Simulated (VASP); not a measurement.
# TiC (R-3m) in VASP: notebook

Runs on TiC. Level: PBE. Tasks: single point.

Program: VASP 6.6.1. These are calculated values, not measurements. Logs are shortened: lines on timing, memory, paths and dates and some standing lists are left out, and cuts for length are marked.

### 1 The cell of the first run

It takes space group R-3m (No. 166, trigonal). Conventional cell: a = 3.106 Å, b = 3.106 Å, c = 7.271 Å, α = 90.00°, β = 90.00°, γ = 120.00°. Ti (site symmetry -3m) has 6 C at 2.16 Å within 2.9 Å. C (site symmetry -3m) has 6 Ti at 2.16 Å within 2.9 Å.

### 2 Single point, PBE (equal xy, yz and zx shear strains of -3 %)

INCAR reads:

```
PREC = Accurate
ENCUT = 520
EDIFF = 1E-6
ISMEAR = -1
SIGMA = 0.03
LREAL = F
LASPH = T
NELM = 100
ALGO = Normal
ISIF = 2
LWAVE = F
LCHARG = F
GGA = PE
NBANDS = 15
```

KPOINTS reads:

```
regular mesh
0
Gamma
  16 16 16
```

POSCAR reads:

```
TiC
1.0
   -0.0649200000      2.1315400000      2.1315400000
    2.1315400000     -0.0649200000      2.1315400000
    2.1315400000      2.1315400000     -0.0649200000
Ti C
1 1
Direct
    0.0000000000      0.0000000000      0.0000000000
    0.5000000000      0.5000000000      0.5000000000
```

Potentials or basis: VASP PAW PBE potentials, release 64 (Ti_sv, C).

Command:

```bash
$ cat potpaw_PBE.64/Ti_sv/POTCAR potpaw_PBE.64/C/POTCAR > POTCAR
$ mpirun -np 1 vasp_std > vasp.out
```

OUTCAR:

```text
PREC = Accurate
   ENCUT = 520
   EDIFF = 1E-6
   ISMEAR = -1
   LREAL = F
   LASPH = T
   NELM = 100
   ISIF = 2
   GGA = PE

 ion  position               nearest neighbor table
   1  0.000  0.000  0.000-   2 2.16   2 2.16   2 2.16   2 2.16   2 2.16   2 2.16
   2  0.500  0.500  0.500-   1 2.16   1 2.16   1 2.16   1 2.16   1 2.16   1 2.16

  LATTYP: Found a trigonal (rhomboedric) cell.
 ALAT       =     3.0151517623
 COS(alpha) =     0.4693254694

  Lattice vectors:

 A1 = (  -0.0649200000,   2.1315400000,   2.1315400000)
 A2 = (   2.1315400000,  -0.0649200000,   2.1315400000)
 A3 = (   2.1315400000,   2.1315400000,  -0.0649200000)

Analysis of symmetry for initial positions (statically):
=====================================================================
 Subroutine PRICEL returns:
 Original cell was already a primitive cell.

 Routine SETGRP: Setting up the symmetry group for a
 trigonal (rhombohedral) supercell.

 Subroutine GETGRP returns: Found 12 space group operations
 (whereof 12 operations were pure point group operations)
 out of a pool of 12 trial point group operations.

The static configuration has the point symmetry D_3d.

Analysis of symmetry for dynamics (positions and initial velocities):
=====================================================================
 Subroutine PRICEL returns:
 Original cell was already a primitive cell.

 Routine SETGRP: Setting up the symmetry group for a
 trigonal (rhombohedral) supercell.

 Subroutine GETGRP returns: Found 12 space group operations
 (whereof 12 operations were pure point group operations)
 out of a pool of 12 trial point group operations.

The dynamic configuration has the point symmetry D_3d.

 Subroutine INISYM returns: Found 12 space group operations
 (whereof 12 operations are pure point group operations),
 and found     1 'primitive' translations

----------------------------------------------------------------------------------------

                                     Primitive cell

  volume of cell :      20.2538

  direct lattice vectors                    reciprocal lattice vectors
    -0.064920000  2.131540000  2.131540000    -0.224118828  0.231159210  0.231159210
     2.131540000 -0.064920000  2.131540000     0.231159210 -0.224118828  0.231159210
     2.131540000  2.131540000 -0.064920000     0.231159210  0.231159210 -0.224118828

  length of vectors
     3.015151762  3.015151762  3.015151762     0.396356418  0.396356418  0.396356418

  position of ions in fractional coordinates (direct lattice)
     0.000000000  0.000000000  0.000000000
     0.500000000  0.500000000  0.500000000

  ion indices of the primitive-cell ions
   primitive index   ion index
                 1           1
                 2           2

----------------------------------------------------------------------------------------

 KPOINTS: regular mesh

Automatic generation of k-mesh.
 Grid dimensions read from file:
 generate k-points for:   16   16   16

 Generating k-lattice:

  Cartesian coordinates                     Fractional coordinates (reciprocal lattice)
    -0.014007427  0.014447451  0.014447451     0.062500000 -0.000000000 -0.000000000
     0.014447451 -0.014007427  0.014447451    -0.000000000  0.062500000 -0.000000000
     0.014447451  0.014447451 -0.014007427    -0.000000000 -0.000000000  0.062500000

  Length of vectors
     0.024772276  0.024772276  0.024772276

  Shift w.r.t. Gamma in fractional coordinates (k-lattice)
     0.000000000  0.000000000  0.000000000

 Subroutine IBZKPT returns following result:
 ===========================================

 Found    417 irreducible k-points:

 Following reciprocal coordinates:
            Coordinates               Weight
  0.000000  0.000000  0.000000      1.000000
  0.062500  0.000000 -0.000000      6.000000
  0.125000  0.000000 -0.000000      6.000000
  0.187500  0.000000  0.000000      6.000000
  0.250000  0.000000 -0.000000      6.000000
  0.312500  0.000000  0.000000      6.000000
[... 16 lines left out ...]
 -0.125000  0.062500 -0.000000     12.000000
 -0.062500  0.062500  0.000000      6.000000
 [... further k-points ...]
   k-points           NKPTS =    417   k-points in BZ     NKDIM =    417   number of bands    NBANDS=     15
   number of dos      NEDOS =    301   number of ions     NIONS =      2
   total plane-waves  NPLWV =  13824
   dimension x,y,z NGX =    24 NGY =   24 NGZ =   24
   dimension x,y,z NGXF=    48 NGYF=   48 NGZF=   48
   ions per type =               1   1
   NGX,Y,Z   is equivalent  to a cutoff of  13.23, 13.23, 13.23 a.u.
   NGXF,Y,Z  is equivalent  to a cutoff of  26.47, 26.47, 26.47 a.u.
 SYSTEM =  unknown system
   PREC   = accura    normal or accurate (medium, high low for compatibility)
   ISTART =      0    job   : 0-new  1-cont  2-samecut
   ICHARG =      2    charge: 1-file 2-atom 10-const
   ISPIN  =      1    spin polarized calculation?
   LNONCOLLINEAR =      F non collinear calculations
   LSORBIT =      F    spin-orbit coupling
   LASPH  =      T    aspherical Exc in radial PAW
   ENCUT  =  520.0 eV  38.22 Ry    6.18 a.u.   5.61  5.61  5.61*2*pi/ulx,y,z
   NELM   =    100;   NELMIN=  2; NELMDL= -5     # of ELM steps
   EDIFF  = 0.1E-05   stopping-criterion for ELM
   LREAL  =      F    real-space projection
   EDIFFG = 0.1E-04   stopping-criterion for IOM
   NSW    =      0    number of steps for IOM
   IBRION =     -1    ionic relax: 0-MD 1-quasi-New 2-CG
   NFREE  =      0    steps in history (QN), initial steepest desc. (CG)
   ISIF   =      2    stress and relaxation
   ISYM   =      2    0-nonsym 1-usesym 2-fastsym
   POTIM  = 0.5000    time-step for ionic-motion
   TEBEG  =    0.0;   TEEND  =   0.0 temperature during run
   PSTRESS=    0.0 pullay stress
   NELECT =      16.0000    total number of electrons
   NUPDOWN=      -1.0000    fix difference up-down
   EMIN   =  10.00;   EMAX   =-10.00  energy-range for DOS
   EFERMI =   0.00;   METHOD = LEGACY
   ISMEAR =    -1;   SIGMA  =   0.03  broadening in eV -4-tet -1-fermi 0-gaus
   EFERMI_NEDOS =   21; number of points for ismear=-14 and -15
   IALGO  =     38    algorithm
   IMIX   =      4    mixing-type and parameters
     AMIX     =   0.40;   BMIX     =  1.00
     AMIX_MAG =   1.60;   BMIX_MAG =  1.00
  volume/ion in A,a.u.               =      10.13        68.34
  Fermi-wavevector in a.u.,A,eV,Ry     =   1.513374  2.859862 31.161439  2.290301
  Thomas-Fermi vector in A             =   2.623174
   LORBIT       =      0    0 simple, 1 ext, 2 COOP (PROOUT), +10 PAW based schemes
   GGA     = PE    functional components
   LHFCALC =     F    Hartree Fock is set to
   AEXX    =    0.0000 exact exchange contribution
   IVDW    =     0    specifies the selected vdW correction
   LEPSILON=     F    determine dielectric tensor
   LRPA    =     F    only Hartree local field effects (RPA)
 non-spin polarized calculation
  energy-cutoff  :      520.00
  volume of cell :       20.25
 maximum number of plane-waves:       557
   NGX = 11   NGY = 11   NGZ = 11

 number of electron      15.9999999 magnetization

 Free energy of the ion-electron system (eV)
  ---------------------------------------------------
  ext. energy  EPLUGINS =         0.00000000
  ---------------------------------------------------
  free energy    TOTEN  =       -18.68164245 eV

  energy without entropy =      -18.68109612  energy(sigma->0) =      -18.68136929

 E-fermi :   9.4734     XC(G=0): -12.7146

 val. band max:        9.4715301303   @ k =   0.1875   0.1875   0.0000
 cond. band min:       9.4862248837   @ k =   0.1250   0.1250  -0.0000
 fundamental gap:      0.0146947535
 Fermi energy:         9.4734453924

 k-point     1 :       0.0000    0.0000    0.0000
  band No.  band energies     occupation
      1     -47.1293      2.00000
      2     -23.1607      2.00000
      3     -23.1607      2.00000
      4     -23.1296      2.00000
      5      -2.9649      2.00000
      6       9.9877      0.00000
      7       9.9877      0.00000
      8      10.4290      0.00000
      9      11.0154      0.00000
     10      11.0154      0.00000
     11      11.1909      0.00000
     12      11.1909      0.00000
     13      11.3711      0.00000
     14      19.9871      0.00000
     15      23.5246      0.00000

 k-point     2 :       0.0625    0.0000   -0.0000
  band No.  band energies     occupation
      1     -47.1266      2.00000
      2     -23.1783      2.00000
      3     -23.1620      2.00000
      4     -23.1334      2.00000
      5      -2.8777      2.00000
      6       9.5773      0.06088
      7       9.7639      0.00012
      8      10.1592      0.00000
      9      10.4574      0.00000
     10      10.6296      0.00000
     11      11.3056      0.00000
     12      12.1012      0.00000
     13      12.2536      0.00000
     14      20.1442      0.00000
     15      23.5548      0.00000

 k-point     3 :       0.1250    0.0000   -0.0000
  band No.  band energies     occupation
      1     -47.1190      2.00000
      2     -23.2318      2.00000
      3     -23.1657      2.00000
      4     -23.1408      2.00000
      5      -2.6214      2.00000
      6       8.7142      2.00000
      7       9.0347      2.00000
      8       9.3829      1.90691
      9      10.4947      0.00000
     10      10.7302      0.00000
     11      11.6634      0.00000
     12      13.1670      0.00000
     13      13.2763      0.00000
     14      20.5262      0.00000
     15      23.5600      0.00000

 k-point     4 :       0.1875    0.0000    0.0000
  band No.  band energies     occupation
      1     -47.1076      2.00000
      2     -23.3128      2.00000
      3     -23.1711      2.00000
      4     -23.1499      2.00000
      5      -2.2120      2.00000
      6       7.6982      2.00000
      7       8.2858      2.00000
      8       8.6440      2.00000
      9      10.7525      0.00000
     10      11.0104      0.00000
     11      11.9706      0.00000
     12      14.2426      0.00000
     13      14.2989      0.00000
     14      20.8307      0.00000
     15      23.5170      0.00000
[... 307 lines left out ...]
 k-point    22 :      -0.1875    0.0625    0.0000
  band No.  band energies     occupation
      1     -47.1018      2.00000
      2     -23.3430      2.00000
      3     -23.1900      2.00000
      4     -23.1507      2.00000
      5      -1.9896      2.00000
      6       7.2626      2.00000
      7       8.0432      2.00000
      8       8.2646      2.00000
      9      10.8447      0.00000
     10      11.2701      0.00000
     11      12.2489      0.00000
     12      14.0074      0.00000
     13      15.1858      0.00000
     14      20.9829      0.00000
     15      23.5026      0.00000

 k-point    23 :      -0.1250    0.0625   -0.0000
  band No.  band energies     occupation
      1     -47.1138      2.00000
      2     -23.2610      2.00000
      3     -23.1802      2.00000
      4     -23.1421      2.00000
      5      -2.4347      2.00000
      6       8.2533      2.00000
      7       8.6841      2.00000
      8       8.8750      2.00000
      9      10.5528      0.00000
     10      11.0486      0.00000
     11      12.0087      0.00000
     12      13.0222      0.00000
     13      14.1898      0.00000
     14      20.7908      0.00000
     15      23.5293      0.00000

 k-point    24 :      -0.0625    0.0625    0.0000
  band No.  band energies     occupation
      1     -47.1225      2.00000
      2     -23.2038      2.00000
      3     -23.1699      2.00000
      4     -23.1357      2.00000
      5      -2.7372      2.00000
      6       9.1393      1.99997
      7       9.2725      1.99753
      8       9.5595      0.10733
      9      10.3787      0.00000
     10      10.9076      0.00000
     11      11.7165      0.00000
     12      12.2108      0.00000
     13      13.1749      0.00000
     14      20.3854      0.00000
     15      23.5751      0.00000

 [... further k-points ...]

------------------------ aborting loop because EDIFF is reached ----------------------------------------

  FORCE on cell =-STRESS in cart. coord.  units (eV):
  Direction    XX          YY          ZZ          XY          YZ          ZX
  --------------------------------------------------------------------------------------
  -------------------------------------------------------------------------------------
  Total        0.1565313      0.1565313      0.1565313      0.6032444      0.6032444      0.6032444
  in kB       12.3824408     12.3824408     12.3824408     47.7197683     47.7197683     47.7197683
  external PRESSURE =      12.3824408 kB  Pullay stress =       0.0000000 kB

 VOLUME and BASIS-vectors are now :
 -----------------------------------------------------------------------------
  energy-cutoff  :      520.00
  volume of cell :       20.25
      direct lattice vectors                 reciprocal lattice vectors
    -0.064920000  2.131540000  2.131540000    -0.224118828  0.231159210  0.231159210
     2.131540000 -0.064920000  2.131540000     0.231159210 -0.224118828  0.231159210
     2.131540000  2.131540000 -0.064920000     0.231159210  0.231159210 -0.224118828

 POSITION                                       TOTAL-FORCE (eV/Angst)
 -----------------------------------------------------------------------------------
      0.00000      0.00000      0.00000         0.000000     -0.000000      0.000000
      2.09908      2.09908      2.09908        -0.000000      0.000000     -0.000000
 -----------------------------------------------------------------------------------
    total drift:                                0.000000     -0.000000     -0.000000

  FREE ENERGIE OF THE ION-ELECTRON SYSTEM (eV)
  ---------------------------------------------------
  free  energy   TOTEN  =       -18.6816424513 eV

  energy  without entropy=      -18.6810961237  energy(sigma->0) =      -18.68136929
```

It took 45 s on 1 thread of Intel Xeon 6975P-C (Granite Rapids), shared host; peak memory 0.24 GiB.

What came out:

```
Free energy            : -18.6816 eV
Pressure               : 1.2 GPa
Band gap on the k mesh : zero (band 8 reaches 10.43 eV, above the bottom of band 9 at 9.26 eV)
```

Levels at points of the mesh, in eV from the Fermi level:
```
           k point  band 6  band 7  band 8  band 9  band 10  band 11
(0.00, 0.00, 0.00)    0.51    0.51    0.96    1.54     1.54     1.72
(0.50, 0.00, 0.00)   -5.88   -3.03   -2.61    2.71     2.94     4.09
(0.50, 0.50, 0.00)   -3.46   -1.65   -0.26    0.16     2.68     3.48
(0.50, 0.50, 0.50)   -5.86   -3.18   -3.18    3.03     3.03     4.27
```

Caveat: the cell differs from its parent crystal (equal xy, yz and zx shear strains of -3 %).

### 3 Single point, PBE (equal xy, yz and zx shear strains of -1 %)

INCAR reads:

```
SYSTEM = TiC
ALGO = Normal ; EDIFF = 1E-6
ENCUT = 520 ; GGA = PE
ISIF = 2 ; ISMEAR = -1
LASPH = .True. ; LCHARG = .False.
LREAL = .False. ; LWAVE = .False.
NBANDS = 15 ; NELM = 60
PREC = Accurate ; SIGMA = 0.03
```

KPOINTS reads:

```
k-points
0
Gamma
  16 16 16
  0 0 0
```

POSCAR reads:

```
TiC
1.0
   -0.0216400000      2.1531800000      2.1531800000
    2.1531800000     -0.0216400000      2.1531800000
    2.1531800000      2.1531800000     -0.0216400000
Ti C
1 1
Direct
    0.0000000000      0.0000000000      0.0000000000
    0.5000000000      0.5000000000      0.5000000000
```

Potentials or basis: VASP PAW PBE potentials, release 64 (Ti_sv, C).

Command:

```bash
$ cat potpaw_PBE.64/Ti_sv/POTCAR potpaw_PBE.64/C/POTCAR > POTCAR
$ mpirun -np 1 vasp_std > vasp.out
```

It took 47 s on 1 thread of Intel Xeon 6975P-C (Granite Rapids), shared host; peak memory 0.24 GiB.

Results (log left out):

```
Free energy            : -18.7058 eV
Pressure               : 1.1 GPa
Band gap on the k mesh : zero (band 8 reaches 10.23 eV, above the bottom of band 9 at 9.10 eV)
```

Stress tensor (GPa, compression positive):
```
1.07 1.54 1.54
1.54 1.07 1.54
1.54 1.54 1.07
```

Levels at points of the mesh, in eV from the Fermi level:
```csv
k point,band 6,band 7,band 8,band 9,band 10,band 11
"(0.00, 0.00, 0.00)",0.65,0.65,0.79,1.64,1.64,1.73
"(0.50, 0.00, 0.00)",-5.84,-2.93,-2.80,2.87,2.96,4.10
"(0.50, 0.50, 0.00)",-3.43,-1.62,-0.10,0.04,2.72,3.53
"(0.50, 0.50, 0.50)",-5.84,-2.98,-2.98,2.97,2.97,4.18
```

Caveat: the cell differs from its parent crystal (equal xy, yz and zx shear strains of -1 %).
